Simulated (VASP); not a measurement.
# CdF2 (Fm-3m) in VASP: single point with PBE

Aim: the single point of CdF2 with PBE.

Everything below comes from runs of VASP 6.6.1. Logs are shortened: lines on timing, memory, paths and dates and some standing lists are left out, and cuts for length are marked.

### Step 1. The cell of the first run

The structure is cubic, space group Fm-3m (No. 225). Conventional cell: a = 5.401 Å, b = 5.401 Å, c = 5.401 Å, α = 90.00°, β = 90.00°, γ = 90.00°. Cd (site symmetry m-3m) has 8 F at 2.34 Å within 3.1 Å. F (site symmetry -43m) has 4 Cd at 2.34 Å and 6 F at 2.70 Å within 3.1 Å.

### Step 2. Single point, PBE

INCAR

```
  PREC = Accurate
  ENCUT = 520
  EDIFF = 1E-7
  ISMEAR = -1
  SIGMA = 0.03
  LREAL = False
  LASPH = True
  NELM = 80
  ALGO = Normal
  ISIF = 2
  LWAVE = False
  LCHARG = True
  GGA = PE
  LELF = True
  LVHAR = True
  NBANDS = 20
```

KPOINTS

```
regular mesh
0
Gamma
  7 7 7
```

POSCAR

```
CdF2
1.0
    0.0000000000      2.7005188915      2.7005188915
    2.7005188915      0.0000000000      2.7005188915
    2.7005188915      2.7005188915      0.0000000000
Cd F
1 2
Direct
    0.0000000000      0.0000000000      0.0000000000
    0.2500000000      0.2500000000      0.2500000000
    0.7500000000      0.7500000000      0.7500000000
```

Potentials or basis: VASP PAW PBE potentials, release 64 (Cd, F).

Started as:

```
> cat potpaw_PBE.64/Cd/POTCAR potpaw_PBE.64/F/POTCAR > POTCAR
> mpirun -np 1 vasp_std > vasp.out
```

OUTCAR:

```text
PREC = Accurate
   ENCUT = 520
   EDIFF = 1E-7
   ISMEAR = -1
   LREAL = False
   LASPH = True
   NELM = 80
   ISIF = 2
   GGA = PE

 ion  position               nearest neighbor table
   1  0.000  0.000  0.000-   3 2.34   3 2.34   3 2.34   2 2.34   3 2.34   2 2.34   2 2.34   2 2.34

   2  0.250  0.250  0.250-   1 2.34   1 2.34   1 2.34   1 2.34
   3  0.750  0.750  0.750-   1 2.34   1 2.34   1 2.34   1 2.34

  LATTYP: Found a face centered cubic cell.
 ALAT       =     5.4010377830

  Lattice vectors:

 A1 = (   0.0000000000,   2.7005188915,   2.7005188915)
 A2 = (   2.7005188915,   0.0000000000,   2.7005188915)
 A3 = (   2.7005188915,   2.7005188915,   0.0000000000)

Analysis of symmetry for initial positions (statically):
=====================================================================
 Subroutine PRICEL returns:
 Original cell was already a primitive cell.

 Routine SETGRP: Setting up the symmetry group for a
 face centered cubic supercell.

 Subroutine GETGRP returns: Found 48 space group operations
 (whereof 48 operations were pure point group operations)
 out of a pool of 48 trial point group operations.

The static configuration has the point symmetry O_h .

Analysis of symmetry for dynamics (positions and initial velocities):
=====================================================================
 Subroutine PRICEL returns:
 Original cell was already a primitive cell.

 Routine SETGRP: Setting up the symmetry group for a
 face centered cubic supercell.

 Subroutine GETGRP returns: Found 48 space group operations
 (whereof 48 operations were pure point group operations)
 out of a pool of 48 trial point group operations.

The dynamic configuration has the point symmetry O_h .

 Subroutine INISYM returns: Found 48 space group operations
 (whereof 48 operations are pure point group operations),
 and found     1 'primitive' translations

----------------------------------------------------------------------------------------

                                     Primitive cell

  volume of cell :      39.3887

  direct lattice vectors                    reciprocal lattice vectors
     0.000000000  2.700518891  2.700518891    -0.185149603  0.185149603  0.185149603
     2.700518891  0.000000000  2.700518891     0.185149603 -0.185149603  0.185149603
     2.700518891  2.700518891  0.000000000     0.185149603  0.185149603 -0.185149603

  length of vectors
     3.819110442  3.819110442  3.819110442     0.320688519  0.320688519  0.320688519

  position of ions in fractional coordinates (direct lattice)
     0.000000000  0.000000000  0.000000000
     0.250000000  0.250000000  0.250000000
     0.750000000  0.750000000  0.750000000

  ion indices of the primitive-cell ions
   primitive index   ion index
                 1           1
                 2           2
                 3           3

----------------------------------------------------------------------------------------

 KPOINTS: regular mesh

Automatic generation of k-mesh.
 Grid dimensions read from file:
 generate k-points for:    7    7    7

 Generating k-lattice:

  Cartesian coordinates                     Fractional coordinates (reciprocal lattice)
    -0.026449943  0.026449943  0.026449943     0.142857143  0.000000000  0.000000000
     0.026449943 -0.026449943  0.026449943     0.000000000  0.142857143  0.000000000
     0.026449943  0.026449943 -0.026449943     0.000000000  0.000000000  0.142857143

  Length of vectors
     0.045812646  0.045812646  0.045812646

  Shift w.r.t. Gamma in fractional coordinates (k-lattice)
     0.000000000  0.000000000  0.000000000

 Subroutine IBZKPT returns following result:
 ===========================================

 Found     20 irreducible k-points:

 Following reciprocal coordinates:
            Coordinates               Weight
  0.000000  0.000000  0.000000      1.000000
  0.142857  0.000000  0.000000      8.000000
  0.285714  0.000000  0.000000      8.000000
  0.428571  0.000000  0.000000      8.000000
  0.142857  0.142857  0.000000      6.000000
  0.285714  0.142857  0.000000     24.000000
[... 12 lines left out ...]
 -0.428571  0.428571  0.142857     24.000000
 -0.285714  0.428571  0.142857     24.000000
   k-points           NKPTS =     20   k-points in BZ     NKDIM =     20   number of bands    NBANDS=     20
   number of dos      NEDOS =    301   number of ions     NIONS =      3
   total plane-waves  NPLWV =  21952
   dimension x,y,z NGX =    28 NGY =   28 NGZ =   28
   dimension x,y,z NGXF=    56 NGYF=   56 NGZF=   56
   ions per type =               1   2
   NGX,Y,Z   is equivalent  to a cutoff of  12.19, 12.19, 12.19 a.u.
   NGXF,Y,Z  is equivalent  to a cutoff of  24.38, 24.38, 24.38 a.u.
 SYSTEM =  unknown system
   PREC   = accura    normal or accurate (medium, high low for compatibility)
   ISTART =      0    job   : 0-new  1-cont  2-samecut
   ICHARG =      2    charge: 1-file 2-atom 10-const
   ISPIN  =      1    spin polarized calculation?
   LNONCOLLINEAR =      F non collinear calculations
   LSORBIT =      F    spin-orbit coupling
   LASPH  =      T    aspherical Exc in radial PAW
   ENCUT  =  520.0 eV  38.22 Ry    6.18 a.u.   7.10  7.10  7.10*2*pi/ulx,y,z
   NELM   =     80;   NELMIN=  2; NELMDL= -5     # of ELM steps
   EDIFF  = 0.1E-06   stopping-criterion for ELM
   LREAL  =      F    real-space projection
   EDIFFG = 0.1E-05   stopping-criterion for IOM
   NSW    =      0    number of steps for IOM
   IBRION =     -1    ionic relax: 0-MD 1-quasi-New 2-CG
   NFREE  =      0    steps in history (QN), initial steepest desc. (CG)
   ISIF   =      2    stress and relaxation
   ISYM   =      2    0-nonsym 1-usesym 2-fastsym
   POTIM  = 0.5000    time-step for ionic-motion
   TEBEG  =    0.0;   TEEND  =   0.0 temperature during run
   PSTRESS=    0.0 pullay stress
   NELECT =      26.0000    total number of electrons
   NUPDOWN=      -1.0000    fix difference up-down
   EMIN   =  10.00;   EMAX   =-10.00  energy-range for DOS
   EFERMI =   0.00;   METHOD = LEGACY
   ISMEAR =    -1;   SIGMA  =   0.03  broadening in eV -4-tet -1-fermi 0-gaus
   EFERMI_NEDOS =   21; number of points for ismear=-14 and -15
   IALGO  =     38    algorithm
   IMIX   =      4    mixing-type and parameters
     AMIX     =   0.40;   BMIX     =  1.00
     AMIX_MAG =   1.60;   BMIX_MAG =  1.00
  volume/ion in A,a.u.               =      13.13        88.60
  Fermi-wavevector in a.u.,A,eV,Ry     =   1.425417  2.693648 27.644519  2.031815
  Thomas-Fermi vector in A             =   2.545804
   LORBIT       =      0    0 simple, 1 ext, 2 COOP (PROOUT), +10 PAW based schemes
   GGA     = PE    functional components
   LHFCALC =     F    Hartree Fock is set to
   AEXX    =    0.0000 exact exchange contribution
   IVDW    =     0    specifies the selected vdW correction
   LEPSILON=     F    determine dielectric tensor
   LRPA    =     F    only Hartree local field effects (RPA)
 non-spin polarized calculation
  energy-cutoff  :      520.00
  volume of cell :       39.39
 maximum number of plane-waves:      1073
   NGX = 15   NGY = 15   NGZ = 15

 number of electron      25.9999985 magnetization

 Free energy of the ion-electron system (eV)
  ---------------------------------------------------
  ext. energy  EPLUGINS =         0.00000000
  ---------------------------------------------------
  free energy    TOTEN  =       -10.87020927 eV

  energy without entropy =      -10.87020927  energy(sigma->0) =      -10.87020927

 E-fermi :  -0.6642     XC(G=0): -10.3727

 val. band max:       -1.4242862583   @ k =  -0.2857   0.4286   0.1429
 cond. band min:       1.6762721253   @ k =   0.0000   0.0000   0.0000
 fundamental gap:      3.1005583836
 Fermi energy:        -0.6641998891

 k-point     1 :       0.0000    0.0000    0.0000
  band No.  band energies     occupation
      1     -22.1308      2.00000
      2     -21.0463      2.00000
      3      -6.9593      2.00000
      4      -6.9593      2.00000
      5      -6.9593      2.00000
      6      -5.7833      2.00000
[... 12 lines left out ...]
     19      18.4794      0.00000
     20      18.4794      0.00000

 k-point     2 :       0.1429    0.0000    0.0000
  band No.  band energies     occupation
      1     -22.0680      2.00000
      2     -21.1017      2.00000
      3      -6.8851      2.00000
      4      -6.8851      2.00000
      5      -6.7486      2.00000
      6      -5.8043      2.00000
[... 12 lines left out ...]
     19      17.9818      0.00000
     20      17.9818      0.00000

 k-point     3 :       0.2857    0.0000    0.0000
  band No.  band energies     occupation
      1     -21.9012      2.00000
      2     -21.2505      2.00000
      3      -6.7306      2.00000
      4      -6.7306      2.00000
      5      -6.2053      2.00000
      6      -5.8070      2.00000
[... 12 lines left out ...]
     19      17.2483      0.00000
     20      18.0809      0.00000

 k-point     4 :       0.4286    0.0000    0.0000
  band No.  band energies     occupation
      1     -21.6849      2.00000
      2     -21.4486      2.00000
      3      -6.6372      2.00000
      4      -6.6372      2.00000
      5      -5.7330      2.00000
      6      -5.7330      2.00000
[... 12 lines left out ...]
     19      16.8249      0.00000
     20      17.4512      0.00000

 k-point     5 :       0.1429    0.1429    0.0000
  band No.  band energies     occupation
      1     -22.0490      2.00000
      2     -21.1173      2.00000
      3      -6.8473      2.00000
      4      -6.8473      2.00000
      5      -6.6962      2.00000
      6      -5.8863      2.00000
[... 12 lines left out ...]
     19      18.5492      0.00000
     20      18.6763      0.00000
[... 261 lines left out ...]
      6      -5.9391      2.00000
[... 12 lines left out ...]
     19      17.9952      0.00000
     20      20.1882      0.00000

 k-point    18 :      -0.4286    0.2857    0.1429
  band No.  band energies     occupation
      1     -21.6348      2.00000
      2     -21.4734      2.00000
      3      -6.4936      2.00000
      4      -6.3590      2.00000
      5      -5.9727      2.00000
      6      -5.7600      2.00000
[... 12 lines left out ...]
     19      17.4769      0.00000
     20      20.4122      0.00000

 k-point    19 :      -0.4286    0.4286    0.1429
  band No.  band energies     occupation
      1     -21.6467      2.00000
      2     -21.4457      2.00000
      3      -6.5304      2.00000
      4      -6.1192      2.00000
      5      -6.0888      2.00000
      6      -5.7606      2.00000
[... 12 lines left out ...]
     19      18.9883      0.00000
     20      19.1692      0.00000

 k-point    20 :      -0.2857    0.4286    0.1429
  band No.  band energies     occupation
      1     -21.5592      2.00000
      2     -21.5326      2.00000
      3      -6.4384      2.00000
      4      -6.1158      2.00000
      5      -5.9756      2.00000
      6      -5.8381      2.00000
[... 12 lines left out ...]
     19      17.9730      0.00000
     20      19.9487      0.00000

------------------------ aborting loop because EDIFF is reached ----------------------------------------

  FORCE on cell =-STRESS in cart. coord.  units (eV):
  Direction    XX          YY          ZZ          XY          YZ          ZX
  --------------------------------------------------------------------------------------
  -------------------------------------------------------------------------------------
  Total        1.3044480      1.3044480      1.3044480      0.0000000      0.0000000      0.0000000
  in kB       53.0598116     53.0598116     53.0598116      0.0000000      0.0000000      0.0000000
  external PRESSURE =      53.0598116 kB  Pullay stress =       0.0000000 kB

 VOLUME and BASIS-vectors are now :
 -----------------------------------------------------------------------------
  energy-cutoff  :      520.00
  volume of cell :       39.39
      direct lattice vectors                 reciprocal lattice vectors
     0.000000000  2.700518891  2.700518891    -0.185149603  0.185149603  0.185149603
     2.700518891  0.000000000  2.700518891     0.185149603 -0.185149603  0.185149603
     2.700518891  2.700518891  0.000000000     0.185149603  0.185149603 -0.185149603

 POSITION                                       TOTAL-FORCE (eV/Angst)
 -----------------------------------------------------------------------------------
      0.00000      0.00000      0.00000        -0.000000     -0.000000      0.000000
      1.35026      1.35026      1.35026        -0.000000     -0.000000     -0.000000
      4.05078      4.05078      4.05078         0.000000      0.000000      0.000000
 -----------------------------------------------------------------------------------
    total drift:                                0.000000      0.000000      0.000000

  FREE ENERGIE OF THE ION-ELECTRON SYSTEM (eV)
  ---------------------------------------------------
  free  energy   TOTEN  =       -10.8702092664 eV

  energy  without entropy=      -10.8702092664  energy(sigma->0) =      -10.87020927
```

Wall time 10 s (1 thread of Intel Xeon 6975P-C (Granite Rapids), shared host); peak memory 0.15 GiB.

What came out:

```yaml
Free_energy: -10.8702 eV
Pressure: 5.3 GPa
Band_gap_on_the_k_mesh: 3.10 eV (least direct gap 3.55 eV)
```

Caveat: the cell stands under pressure; an odd mesh through Γ misses points on the zone boundary, where band edges can lie.
